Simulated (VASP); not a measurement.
Input of a VASP 6.6.1 run:

INCAR

```
PREC     = Accurate       # precision mode
ENCUT    = 520            # plane-wave cutoff, eV
EDIFF    = 1E-6           # SCF threshold, eV
ISMEAR   = -1             # smearing method
SIGMA    = 0.01           # smearing width, eV
LREAL    = Auto         
LASPH    = T              # aspherical terms in the spheres
NELM     = 100            # most SCF steps
ALGO     = Normal         # electronic algorithm
ISIF     = 2              # what is computed and relaxed
LWAVE    = F              # write WAVECAR
LCHARG   = F              # write CHGCAR
GGA      = PE             # functional
NBANDS   = 162            # bands
```

File KPOINTS:

```
Automatic mesh
0
Gamma
  2 2 2
```

The input POSCAR:

```
ZrC15O32
1.0
    8.4544255800      0.0000000000      0.0000000000
    0.0000000000      8.4544255800      0.0000000000
    0.0000000000      0.0000000000      9.3755431800
Zr C O
1 15 32
Direct
    0.2500000000      0.2500000000      0.2500000000
    0.2500000000      0.2500000000      0.7500000000
    0.2500000000      0.7500000000      0.2500000000
    0.2500000000      0.7500000000      0.7500000000
    0.7500000000      0.2500000000      0.2500000000
    0.7500000000      0.2500000000      0.7500000000
    0.7500000000      0.7500000000      0.2500000000
    0.7500000000      0.7500000000      0.7500000000
    0.0235160575      0.0235160575      0.0264576060
    0.0235160575      0.0235160575      0.4735423940
   -0.0022912906      0.5022912906      0.0085634915
   -0.0022912906      0.5022912906      0.4914365085
    0.5022912906     -0.0022912906      0.0085634915
    0.5022912906     -0.0022912906      0.4914365085
    0.4764839425      0.4764839425      0.0264576060
    0.4764839425      0.4764839425      0.4735423940
    0.0917339341      0.4082660659      0.2500000000
    0.1522645819      0.3477354181      0.7500000000
    0.1422303459      0.8362991436      0.2500000000
    0.1610293249      0.8557665604      0.7500000000
    0.6637008564      0.3577696541      0.2500000000
    0.6442334396      0.3389706751      0.7500000000
    0.6523118716      0.8476881284      0.2500000000
    0.6522806012      0.8477193988      0.7500000000
    0.4082660659      0.0917339341      0.2500000000
    0.3477354181      0.1522645819      0.7500000000
    0.3577696541      0.6637008564      0.2500000000
    0.3389706751      0.6442334396      0.7500000000
    0.8362991436      0.1422303459      0.2500000000
    0.8557665604      0.1610293249      0.7500000000
    0.8476881284      0.6523118716      0.2500000000
    0.8477193988      0.6522806012      0.7500000000
    0.1193723964      0.1193723964      0.0559635921
    0.1193723964      0.1193723964      0.4440364079
    0.0928520778      0.6026011745     -0.0007610459
    0.0928520778      0.6026011745      0.5007610459
    0.6026011745      0.0928520778     -0.0007610459
    0.6026011745      0.0928520778      0.5007610459
    0.5700340943      0.5700340943     -0.0048601835
    0.5700340943      0.5700340943      0.5048601835
    0.3806276036      0.3806276036      0.0559635921
    0.3806276036      0.3806276036      0.4440364079
    0.4071479222      0.8973988255     -0.0007610459
    0.4071479222      0.8973988255      0.5007610459
    0.8973988255      0.4071479222     -0.0007610459
    0.8973988255      0.4071479222      0.5007610459
    0.9299659057      0.9299659057     -0.0048601835
    0.9299659057      0.9299659057      0.5048601835
```

Potentials or basis: VASP PAW PBE potentials, release 64 (Zr_sv, C, O).

Launch:

```bash
$ cat potpaw_PBE.64/Zr_sv/POTCAR potpaw_PBE.64/C/POTCAR potpaw_PBE.64/O/POTCAR > POTCAR
$ mpirun -np 1 vasp_std > vasp.out
```

Predict the pressure.

3.5 GPa.

What does it give for the largest force?

0.706 eV/Å.

Estimate the band gap on the k mesh.

1.23 eV.

Stress tensor (GPa, compression positive):
```
 4.49 -0.50  0.00
-0.50  4.49  0.00
 0.00  0.00  1.45
```
